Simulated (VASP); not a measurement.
# Cd (P6_3/mmc) in VASP: a series of runs, part 2 of 2

VASP 6.6.1. The steps go on from the part before.

## (3) Relaxation of cell and atoms, LDA

This run uses another cell than the first one, of 21.59 Å³/atom, 1.073 times its volume.

File INCAR:

```
SYSTEM = Cd
PREC = Accurate
ENCUT = 600
EDIFF = 1E-6
ISMEAR = 0
SIGMA = 0.1
LREAL = .False.
LASPH = .True.
NELM = 80
ALGO = Fast
ISIF = 3
LWAVE = .False.
LCHARG = .False.
GGA = CA
IBRION = 2
NSW = 100
EDIFFG = -0.005
```

File KPOINTS:

```
Automatic mesh
0
Gamma
  18 18 8
  0 0 0
```

File POSCAR:

```
Cd
1.0
    2.9788700000      0.0000000000      0.0000000000
   -1.4894350000      2.5797770946      0.0000000000
    0.0000000000      0.0000000000      5.6176500000
Cd
2
Direct
    0.3333333333      0.6666666667      0.2500000000
    0.6666666667      0.3333333333      0.7500000000
```

Potentials or basis: VASP PAW LDA potentials, release 64 (Cd).

Started as:

```sh
cat potpaw_LDA.64/Cd/POTCAR > POTCAR
mpirun -np 1 vasp_std > vasp.out
```

OUTCAR:

```text
SYSTEM = Cd
   PREC = Accurate
   ENCUT = 600
   EDIFF = 1E-6
   ISMEAR = 0
   LREAL = .False.
   LASPH = .True.
   NELM = 80
   ISIF = 3
   GGA = CA
   IBRION = 2
   NSW = 100
   EDIFFG = -0.005

 ion  position               nearest neighbor table
   1  0.333  0.667  0.250-   2 3.29   2 3.29   2 3.29   2 3.29   2 3.29   2 3.29
   2  0.667  0.333  0.750-   1 3.29   1 3.29   1 3.29   1 3.29   1 3.29   1 3.29

  LATTYP: Found a hexagonal cell.
 ALAT       =     2.9788700000
 C/A-ratio  =     1.8858325472

  Lattice vectors:

 A1 = (   2.9788700000,   0.0000000000,   0.0000000000)
 A2 = (  -1.4894350000,   2.5797770946,   0.0000000000)
 A3 = (   0.0000000000,   0.0000000000,   5.6176500000)

Analysis of symmetry for initial positions (statically):
=====================================================================
 Subroutine PRICEL returns:
 Original cell was already a primitive cell.

 Routine SETGRP: Setting up the symmetry group for a
 hexagonal supercell.

 Subroutine GETGRP returns: Found 24 space group operations
 (whereof 12 operations were pure point group operations)
 out of a pool of 24 trial point group operations.

The static configuration has the point symmetry D_3d.
 The point group associated with its full space group is D_6h.

Analysis of symmetry for dynamics (positions and initial velocities):
=====================================================================
 Subroutine PRICEL returns:
 Original cell was already a primitive cell.

 Routine SETGRP: Setting up the symmetry group for a
 hexagonal supercell.

 Subroutine GETGRP returns: Found 24 space group operations
 (whereof 12 operations were pure point group operations)
 out of a pool of 24 trial point group operations.

The dynamic configuration has the point symmetry D_3d.
 The point group associated with its full space group is D_6h.
[... 122 lines left out ...]
  Thomas-Fermi vector in A             =   2.473974
   LORBIT       =      0    0 simple, 1 ext, 2 COOP (PROOUT), +10 PAW based schemes
   GGA     = CA    functional components
   LHFCALC =     F    Hartree Fock is set to
   AEXX    =    0.0000 exact exchange contribution
   IVDW    =     0    specifies the selected vdW correction
   LEPSILON=     F    determine dielectric tensor
   LRPA    =     F    only Hartree local field effects (RPA)
 conjugate gradient relaxation of ions
 non-spin polarized calculation
 RMM-DIIS sequential band-by-band and
 Gauss-broadening in eV      SIGMA  =   0.10
  energy-cutoff  :      600.00
  volume of cell :       43.17
 maximum number of plane-waves:      1460
 NGX is ok and might be reduce to    24
   NGX = 11   NGY = 11   NGZ = 23

--------------------------------------- Ionic step        1  -------------------------------------------

 number of electron      24.0000000 magnetization

 Free energy of the ion-electron system (eV)
  ---------------------------------------------------
  ext. energy  EPLUGINS =         0.00000000
  ---------------------------------------------------
  free energy    TOTEN  =        -3.00680209 eV

  energy without entropy =       -3.00380853  energy(sigma->0) =       -3.00530531

------------------------ aborting loop because EDIFF is reached ----------------------------------------

  FORCE on cell =-STRESS in cart. coord.  units (eV):
  Direction    XX          YY          ZZ          XY          YZ          ZX
  --------------------------------------------------------------------------------------
  -------------------------------------------------------------------------------------
  Total       -1.2119879     -1.2119879     -0.7965417      0.0000000      0.0000000      0.0000000
  in kB      -44.9801028    -44.9801028    -29.5617858      0.0000000      0.0000000      0.0000000
  external PRESSURE =     -39.8406638 kB  Pullay stress =       0.0000000 kB
[... 167 lines left out ...]
--------------------------------------- Ionic step        6  -------------------------------------------

 number of electron      24.0000002 magnetization

 Free energy of the ion-electron system (eV)
  ---------------------------------------------------
  ext. energy  EPLUGINS =         0.00000000
  ---------------------------------------------------
  free energy    TOTEN  =        -3.04505400 eV

  energy without entropy =       -3.04291163  energy(sigma->0) =       -3.04398282

 E-fermi :   3.3132     XC(G=0): -11.7146

 val. band max:        3.2944721082   @ k =   0.0556   0.0000   0.2500
 cond. band min:       3.3134039169   @ k =   0.2222   0.0556   0.1250
 fundamental gap:      0.0189318087
 Fermi energy:         3.3131740115

 k-point     1 :       0.0000    0.0000    0.0000
  band No.  band energies     occupation
      1      -6.9538      2.00000
      2      -6.6807      2.00000
      3      -6.1795      2.00000
      4      -6.1795      2.00000
      5      -6.1218      2.00000
      6      -6.1218      2.00000
[... 433 lines left out ...]
      3      -6.6105      2.00000
      4      -6.0960      2.00000
      5      -5.9129      2.00000
      6      -5.8077      2.00000
[... 8 lines left out ...]
     15       7.8847      0.00000
     16       9.5510      0.00000

 [... further k-points ...]
[... 5 lines left out ...]
  --------------------------------------------------------------------------------------
  -------------------------------------------------------------------------------------
  Total        0.0033086      0.0033086      0.0000970      0.0000000      0.0000000      0.0000000
  in kB        0.1309859      0.1309859      0.0038391      0.0000000      0.0000000      0.0000000
  external PRESSURE =       0.0886037 kB  Pullay stress =       0.0000000 kB
[... 17 lines left out ...]
  FREE ENERGIE OF THE ION-ELECTRON SYSTEM (eV)
  ---------------------------------------------------
  free  energy   TOTEN  =        -3.0450540007 eV

  energy  without entropy=       -3.0429116304  energy(sigma->0) =       -3.04398282

 reached required accuracy - stopping structural energy minimisation
```

OSZICAR:

```text
N       E                     dE             d eps       ncg     rms          rms(c)
DAV:   1     0.183225176921E+03    0.18323E+03   -0.14429E+04  5928   0.168E+03
DAV:   2     0.643146157944E+00   -0.18258E+03   -0.17789E+03  6048   0.395E+02
DAV:   3    -0.315629977827E+01   -0.37994E+01   -0.37949E+01  7432   0.676E+01
[... 43 lines left out ...]
DAV:   1    -0.304518794773E+01   -0.13738E-03   -0.27140E-03  6080   0.716E-01    0.820E-02
RMM:   2    -0.304506375428E+01    0.12419E-03   -0.33514E-04  5920   0.222E-01    0.271E-02
RMM:   3    -0.304505598680E+01    0.77675E-05   -0.19572E-05  5203   0.351E-02    0.210E-02
RMM:   4    -0.304505400204E+01    0.19848E-05   -0.19403E-06  3831   0.138E-02    0.138E-03
RMM:   5    -0.304505400065E+01    0.13870E-08   -0.26206E-07  3019   0.548E-03
   6 F= -.30450540E+01 E0= -.30439828E+01  d E =-.189345E-04
```

Wall time 7.9 min (1 thread of Intel Xeon 8259CL, shared host); peak memory 0.26 GiB.

What came out:

```
Free energy                            : -3.0451 eV
Relaxed volume                         : 20.24 Å³/atom
Relaxed cell                           : a = 2.907 Å, b = 2.907 Å, c = 5.529 Å, α = 90.00°, β = 90.00°, γ = 120.00°
Space group after relaxing (to 0.05 Å) : P6_3/mmc (No. 194)
Energy gained by relaxing              : 19.1 meV/atom
Ionic steps                            : 6
Pressure after relaxing                : 0.0 GPa
Band gap on the k mesh                 : zero (band 12 reaches 4.86 eV, above the bottom of band 13 at 0.11 eV)
```

The path:
```
step  energy change (eV)  largest force (eV/Å)  pressure (GPa)  volume (Å³)
   1              0.0000                0.0000           -3.98        43.17
   2             -0.0361                0.0000            1.20        39.90
   3             -0.0383                0.0000           -0.03        40.47
   4             -0.0382                0.0000            0.11        40.42
   5             -0.0382                0.0000           -0.06        40.50
   6             -0.0383                0.0000            0.01        40.47
```

Final structure:
```
Cd
1.0
     2.90734    0.00000    0.00000
    -1.45367    2.51783    0.00000
     0.00000    0.00000    5.52856
Cd
2
Cartesian
  0.0000 1.6786 1.3821
  1.4537 0.8393 4.1464
```

LDA usually gives volumes a few per cent too small. Zero-point motion and thermal expansion aren't in these numbers.
